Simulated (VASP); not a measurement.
# Be3TeSe2 (I-4m2) in VASP: single point with PBE

Aim: the single point of Be3TeSe2 with PBE.

Program: VASP 6.6.1. These are calculated values, not measurements. Logs are shortened: lines on timing, memory, paths and dates and some standing lists are left out, and cuts for length are marked.

## (1) The cell of the first run

It takes space group I-4m2 (No. 119, tetragonal). The conventional cell has a = 3.783 Å, b = 3.783 Å, c = 15.998 Å, α = 90.00°, β = 90.00°, γ = 90.00°. Be (site symmetry -4m2) has 4 Se at 2.27 Å within 3.0 Å. Within 3.0 Å of Be (site symmetry 2mm) lie 2 Se at 2.27 Å and 2 Te at 2.40 Å. Within 3.2 Å of Te (site symmetry -4m2) lie 4 Be at 2.40 Å. Within 3.0 Å of Se (site symmetry 2mm) lie 4 Be at 2.27 Å.

## (2) Single point, PBE

Input file INCAR:

```
PREC     = Accurate       # precision mode
ENCUT    = 520            # plane-wave cutoff, eV
EDIFF    = 1E-6           # SCF threshold, eV
ISMEAR   = 0              # smearing method
SIGMA    = 0.02           # smearing width, eV
LREAL    = F              # projectors in reciprocal space
LASPH    = T              # aspherical terms in the spheres
NELM     = 100            # most SCF steps
ALGO     = Normal         # electronic algorithm
ISIF     = 2              # what is computed and relaxed
LWAVE    = F              # write WAVECAR
LCHARG   = F              # write CHGCAR
GGA      = PE             # functional
NBANDS   = 21             # bands
```

Input file KPOINTS:

```
Automatic mesh
0
Gamma
  10 10 10
```

Input file POSCAR:

```
Be3TeSe2
1.0
   -1.8916671960      1.8916671960      7.9990352636
    1.8916671960     -1.8916671960      7.9990352636
    1.8916671960      1.8916671960     -7.9990352636
Be Te Se
3 1 2
Direct
    0.7500000000      0.2500000000      0.5000000000
    0.0926420770      0.5926420770      0.5000000000
    0.4073579230      0.9073579230      0.5000000000
    0.0000000000      0.0000000000      0.0000000000
    0.6711728787      0.6711728787      0.0000000000
    0.3288271213      0.3288271213      0.0000000000
```

Potentials or basis: VASP PAW PBE potentials, release 64 (Be, Te, Se).

Run with:

```console
cat potpaw_PBE.64/Be/POTCAR potpaw_PBE.64/Te/POTCAR potpaw_PBE.64/Se/POTCAR > POTCAR
mpirun -np 1 vasp_std > vasp.out
```

OUTCAR:

```text
PREC = Accurate
   ENCUT = 520
   EDIFF = 1E-6
   ISMEAR = 0
   LREAL = F
   LASPH = T
   NELM = 100
   ISIF = 2
   GGA = PE

 ion  position               nearest neighbor table
   1  0.750  0.250  0.500-   5 2.27   6 2.27   6 2.27   5 2.27
   2  0.093  0.593  0.500-   5 2.27   5 2.27   4 2.40   4 2.40
   3  0.407  0.907  0.500-   6 2.27   6 2.27   4 2.40   4 2.40
   4  0.000  0.000  0.000-   2 2.40   3 2.40   2 2.40   3 2.40
   5  0.671  0.671  0.000-   2 2.27   2 2.27   1 2.27   1 2.27
   6  0.329  0.329  0.000-   3 2.27   3 2.27   1 2.27   1 2.27

  LATTYP: Found a body centered tetragonal cell.
 ALAT       =     3.7833343920
 C/A-ratio  =     4.2285637138

  Lattice vectors:

 A1 = (  -1.8916671960,   1.8916671960,   7.9990352636)
 A2 = (   1.8916671960,  -1.8916671960,   7.9990352636)
 A3 = (   1.8916671960,   1.8916671960,  -7.9990352636)

Analysis of symmetry for initial positions (statically):
=====================================================================
 Subroutine PRICEL returns:
 Original cell was already a primitive cell.

 Routine SETGRP: Setting up the symmetry group for a
 body centered tetragonal supercell.

 Subroutine GETGRP returns: Found  8 space group operations
 (whereof  8 operations were pure point group operations)
 out of a pool of 16 trial point group operations.

The static configuration has the point symmetry D_2d.

Analysis of symmetry for dynamics (positions and initial velocities):
=====================================================================
 Subroutine PRICEL returns:
 Original cell was already a primitive cell.

 Routine SETGRP: Setting up the symmetry group for a
 body centered tetragonal supercell.

 Subroutine GETGRP returns: Found  8 space group operations
 (whereof  8 operations were pure point group operations)
 out of a pool of 16 trial point group operations.

The dynamic configuration has the point symmetry D_2d.

 Subroutine INISYM returns: Found  8 space group operations
 (whereof  8 operations are pure point group operations),
 and found     1 'primitive' translations

----------------------------------------------------------------------------------------

                                     Primitive cell

  volume of cell :     114.4951

  direct lattice vectors                    reciprocal lattice vectors
    -1.891667196  1.891667196  7.999035264     0.000000000  0.264317107  0.062507538
     1.891667196 -1.891667196  7.999035264     0.264317107  0.000000000  0.062507538
     1.891667196  1.891667196 -7.999035264     0.264317107  0.264317107  0.000000000

  length of vectors
     8.434534647  8.434534647  8.434534647     0.271607668  0.271607668  0.373800837

  position of ions in fractional coordinates (direct lattice)
     0.750000000  0.250000000  0.500000000
     0.092642077  0.592642077  0.500000000
     0.407357923  0.907357923  0.500000000
     0.000000000  0.000000000  0.000000000
     0.671172879  0.671172879  0.000000000
     0.328827121  0.328827121  0.000000000

  ion indices of the primitive-cell ions
   primitive index   ion index
                 1           1
                 2           2
                 3           3
                 4           4
                 5           5
                 6           6

----------------------------------------------------------------------------------------

 KPOINTS: Automatic mesh

Automatic generation of k-mesh.
 Grid dimensions read from file:
 generate k-points for:   10   10   10

 Generating k-lattice:

  Cartesian coordinates                     Fractional coordinates (reciprocal lattice)
     0.000000000  0.026431711  0.006250754     0.100000000 -0.000000000  0.000000000
     0.026431711  0.000000000  0.006250754    -0.000000000  0.100000000  0.000000000
     0.026431711  0.026431711  0.000000000     0.000000000  0.000000000  0.100000000

  Length of vectors
     0.027160767  0.027160767  0.037380084

  Shift w.r.t. Gamma in fractional coordinates (k-lattice)
     0.000000000  0.000000000  0.000000000

 Subroutine IBZKPT returns following result:
 ===========================================

 Found    102 irreducible k-points:

 Following reciprocal coordinates:
            Coordinates               Weight
  0.000000  0.000000  0.000000      1.000000
  0.100000  0.000000  0.000000      8.000000
  0.200000  0.000000  0.000000      8.000000
  0.300000  0.000000  0.000000      8.000000
  0.400000  0.000000 -0.000000      8.000000
  0.500000  0.000000 -0.000000      4.000000
[... 16 lines left out ...]
  0.300000  0.300000 -0.000000      8.000000
  0.400000  0.300000 -0.000000     16.000000
 [... further k-points ...]
   k-points           NKPTS =    102   k-points in BZ     NKDIM =    102   number of bands    NBANDS=     21
   number of dos      NEDOS =    301   number of ions     NIONS =      6
   total plane-waves  NPLWV = 262144
   dimension x,y,z NGX =    64 NGY =   64 NGZ =   64
   dimension x,y,z NGXF=   128 NGYF=  128 NGZF=  128
   ions per type =               3   1   2
   NGX,Y,Z   is equivalent  to a cutoff of  12.61, 12.61, 12.61 a.u.
   NGXF,Y,Z  is equivalent  to a cutoff of  25.23, 25.23, 25.23 a.u.
 SYSTEM =  unknown system
   PREC   = accura    normal or accurate (medium, high low for compatibility)
   ISTART =      0    job   : 0-new  1-cont  2-samecut
   ICHARG =      2    charge: 1-file 2-atom 10-const
   ISPIN  =      1    spin polarized calculation?
   LNONCOLLINEAR =      F non collinear calculations
   LSORBIT =      F    spin-orbit coupling
   LASPH  =      T    aspherical Exc in radial PAW
   ENCUT  =  520.0 eV  38.22 Ry    6.18 a.u.  15.68 15.68 15.68*2*pi/ulx,y,z
   NELM   =    100;   NELMIN=  2; NELMDL= -5     # of ELM steps
   EDIFF  = 0.1E-05   stopping-criterion for ELM
   LREAL  =      F    real-space projection
   EDIFFG = 0.1E-04   stopping-criterion for IOM
   NSW    =      0    number of steps for IOM
   IBRION =     -1    ionic relax: 0-MD 1-quasi-New 2-CG
   NFREE  =      0    steps in history (QN), initial steepest desc. (CG)
   ISIF   =      2    stress and relaxation
   ISYM   =      2    0-nonsym 1-usesym 2-fastsym
   POTIM  = 0.5000    time-step for ionic-motion
   TEBEG  =    0.0;   TEEND  =   0.0 temperature during run
   PSTRESS=    0.0 pullay stress
   NELECT =      24.0000    total number of electrons
   NUPDOWN=      -1.0000    fix difference up-down
   EMIN   =  10.00;   EMAX   =-10.00  energy-range for DOS
   EFERMI =   0.00;   METHOD = LEGACY
   ISMEAR =     0;   SIGMA  =   0.02  broadening in eV -4-tet -1-fermi 0-gaus
   EFERMI_NEDOS =   21; number of points for ismear=-14 and -15
   IALGO  =     38    algorithm
   IMIX   =      4    mixing-type and parameters
     AMIX     =   0.40;   BMIX     =  1.00
     AMIX_MAG =   1.60;   BMIX_MAG =  1.00
  volume/ion in A,a.u.               =      19.08       128.78
  Fermi-wavevector in a.u.,A,eV,Ry     =   0.972485  1.837730 12.867397  0.945727
  Thomas-Fermi vector in A             =   2.102787
   LORBIT       =      0    0 simple, 1 ext, 2 COOP (PROOUT), +10 PAW based schemes
   GGA     = PE    functional components
   LHFCALC =     F    Hartree Fock is set to
   AEXX    =    0.0000 exact exchange contribution
   IVDW    =     0    specifies the selected vdW correction
   LEPSILON=     F    determine dielectric tensor
   LRPA    =     F    only Hartree local field effects (RPA)
 non-spin polarized calculation
 Gauss-broadening in eV      SIGMA  =   0.02
  energy-cutoff  :      520.00
  volume of cell :      114.50
 maximum number of plane-waves:      3104
   NGX = 31   NGY = 31   NGZ = 31

 number of electron      23.9999999 magnetization

 Free energy of the ion-electron system (eV)
  ---------------------------------------------------
  ext. energy  EPLUGINS =         0.00000000
  ---------------------------------------------------
  free energy    TOTEN  =       -25.14740463 eV

  energy without entropy =      -25.14740463  energy(sigma->0) =      -25.14740463

 E-fermi :   4.1708     XC(G=0):  -9.2288

 val. band max:        4.0829056629   @ k =   0.0000   0.0000   0.0000
 cond. band min:       6.2476198864   @ k =   0.5000   0.5000   0.5000
 fundamental gap:      2.1647142235
 Fermi energy:         4.1707663918

 k-point     1 :       0.0000    0.0000    0.0000
  band No.  band energies     occupation
      1      -9.6488      2.00000
      2      -8.7157      2.00000
      3      -7.2188      2.00000
      4      -0.1721      2.00000
      5       0.0300      2.00000
      6       1.2618      2.00000
[... 13 lines left out ...]
     20       8.5651      0.00000
     21      12.5308      0.00000

 k-point     2 :       0.1000    0.0000    0.0000
  band No.  band energies     occupation
      1      -9.5934      2.00000
      2      -8.6987      2.00000
      3      -7.1649      2.00000
      4      -0.3839      2.00000
      5      -0.0086      2.00000
      6       1.1774      2.00000
[... 13 lines left out ...]
     20       9.2102      0.00000
     21      11.7963      0.00000

 k-point     3 :       0.2000    0.0000    0.0000
  band No.  band energies     occupation
      1      -9.4360      2.00000
      2      -8.6563      2.00000
      3      -7.0229      2.00000
      4      -0.7886      2.00000
      5      -0.4007      2.00000
      6       0.9920      2.00000
[... 13 lines left out ...]
     20      10.3266      0.00000
     21      10.8817      0.00000
[... 457 lines left out ...]
 k-point    23 :       0.3000    0.3000   -0.0000
  band No.  band energies     occupation
      1      -8.8293      2.00000
      2      -8.4733      2.00000
      3      -6.4598      2.00000
      4      -0.6898      2.00000
      5      -0.6432      2.00000
      6      -0.1495      2.00000
[... 13 lines left out ...]
     20      11.0139      0.00000
     21      11.3784      0.00000

 k-point    24 :       0.4000    0.3000   -0.0000
  band No.  band energies     occupation
      1      -8.6355      2.00000
      2      -8.4426      2.00000
      3      -6.2892      2.00000
      4      -0.9289      2.00000
      5      -0.8169      2.00000
      6      -0.4715      2.00000
[... 13 lines left out ...]
     20      11.1724      0.00000
     21      11.7978      0.00000

 [... further k-points ...]

------------------------ aborting loop because EDIFF is reached ----------------------------------------

  FORCE on cell =-STRESS in cart. coord.  units (eV):
  Direction    XX          YY          ZZ          XY          YZ          ZX
  --------------------------------------------------------------------------------------
  -------------------------------------------------------------------------------------
  Total        0.1156737      0.1156737      0.1136499      0.0000000      0.0000000      0.0000000
  in kB        1.6186689      1.6186689      1.5903501      0.0000000      0.0000000      0.0000000
  external PRESSURE =       1.6092293 kB  Pullay stress =       0.0000000 kB

 VOLUME and BASIS-vectors are now :
 -----------------------------------------------------------------------------
  energy-cutoff  :      520.00
  volume of cell :      114.50
      direct lattice vectors                 reciprocal lattice vectors
    -1.891667196  1.891667196  7.999035264     0.000000000  0.264317107  0.062507538
     1.891667196 -1.891667196  7.999035264     0.264317107  0.000000000  0.062507538
     1.891667196  1.891667196 -7.999035264     0.264317107  0.264317107  0.000000000

 POSITION                                       TOTAL-FORCE (eV/Angst)
 -----------------------------------------------------------------------------------
      0.00000      1.89167      3.99952         0.000000     -0.000000     -0.000000
      1.89167     -0.00000      1.48209        -0.000000      0.000000      0.009606
      1.89167      0.00000      6.51694        -0.000000      0.000000     -0.009606
      0.00000      0.00000      0.00000         0.000000     -0.000000     -0.000000
      0.00000      0.00000     10.73747         0.000000     -0.000000     -0.004262
      0.00000      0.00000      5.26060         0.000000     -0.000000      0.004262
 -----------------------------------------------------------------------------------
    total drift:                                0.000000     -0.000000      0.000000

  FREE ENERGIE OF THE ION-ELECTRON SYSTEM (eV)
  ---------------------------------------------------
  free  energy   TOTEN  =       -25.1474046263 eV

  energy  without entropy=      -25.1474046263  energy(sigma->0) =      -25.14740463
```

It took 28 min on 1 thread of Intel Xeon 8259CL, shared host; peak memory 0.68 GiB.

What came out:

* Free energy: -25.1474 eV
* Pressure: 0.2 GPa
* Largest force: 0.010 eV/Å
* Band gap on the k mesh: 2.16 eV (least direct gap 2.46 eV)

Forces in eV/Å, atoms in the order of the input:
```
Be   0.000  0.000  0.000
Be   0.000  0.000  0.010
Be   0.000  0.000 -0.010
Te   0.000  0.000  0.000
Se   0.000  0.000 -0.004
Se   0.000  0.000  0.004
```

Caveat: spin-orbit coupling is left out, which moves the levels of the heavy elements. A k mesh can miss the band edges.
